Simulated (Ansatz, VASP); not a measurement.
## La2O3 in VASP and in Ansatz

```xyz
5
Lattice="3.9351 0.0000 0.0000 -1.9676 3.4079 0.0000 0.0000 0.0000 6.1262" Properties=species:S:1:pos:R:3 pbc="T T T"
La    1.9676    1.1360    4.6182
La    0.0000    2.2719    1.5080
O     1.9676    1.1360    2.1680
O     0.0000    2.2719    3.9582
O     0.0000    0.0000    0.0000
```

Alike in both runs: task single point; functional r2SCAN; k mesh 12 × 12 × 4; no spin polarisation.

|  | VASP | Ansatz |
| --- | --- | --- |
| version | VASP 6.6.1 | Ansatz 0.2.0 |
| potentials or method | VASP PAW PBE potentials, release 64 (La, O) | plane waves, PAW |
| plane-wave cutoff (eV) | 520 | 500 |
| occupations | gaussian, width 0.01 eV | fixed |
| valence electrons in the cell | 40 | 40 |

|  | VASP | Ansatz | Ansatz less VASP |
| --- | --- | --- | --- |
| gap on the k mesh at the Fermi level (eV) | 4.24 | 4.23 | -0.015 |
| pressure (GPa) | -0.4 | 0.0 | +0.45 |
| traceless stress, the component that is largest in VASP (GPa) | 0.07 | 0.00 | -0.079 |
| rms of the force components (eV/Å) | 0.008 | 0.001 | -0.0069 |

VASP's potentials were made for PBE, not for r2SCAN. Atom by atom the forces differ by 0.010 eV/Å (rms over components).

Neither program's run includes spin-orbit coupling.
